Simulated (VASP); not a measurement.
Set up this calculation in VASP 6.6.1, as the native input.

```yaml
Task: single point
Functional: LDA
Potentials_or_basis: VASP PAW LDA potentials, release 64 (C)
Cutoff: 520 eV
k_mesh: 28 × 28 × 28
Occupations: fermi-dirac, width 0.1 eV
Spin: no spin polarisation
Dipole_correction: no
Further_INCAR_settings: ALGO = Normal; EDIFF = 1e-06; NBANDS = 8
```

The structure of C lies in POSCAR:

```
C
1.0
   -0.9600351080      0.9600351080      0.9600351080
    0.9600351080     -0.9600351080      0.9600351080
    0.9600351080      0.9600351080     -0.9600351080
C
1
Direct
    0.0000000000      0.0000000000      0.0000000000
```

One way to write it, as run:

INCAR

```
SYSTEM = C
PREC = Accurate ; ENCUT = 520
EDIFF = 1E-6 ; ISMEAR = -1
SIGMA = 0.1 ; LREAL = .FALSE.
LASPH = .TRUE. ; NELM = 60
ALGO = Normal ; ISIF = 2
LWAVE = .FALSE. ; LCHARG = .FALSE.
GGA = CA ; NBANDS = 8
```

KPOINTS

```
regular mesh
0
G
  28 28 28
  0 0 0
```

Potentials or basis: VASP PAW LDA potentials, release 64 (C).

Command:

```bash
$ cat potpaw_LDA.64/C/POTCAR > POTCAR
$ mpirun -np 1 vasp_std > vasp.out
```

It gave:

* Pressure: 392.3 GPa
* Band gap on the k mesh: zero (band 2 reaches 36.51 eV, above the bottom of band 3 at 12.51 eV)

Wall time 7.5 s on 1 thread of Intel Xeon 8259CL, on a shared host, peak memory 0.11 GiB.
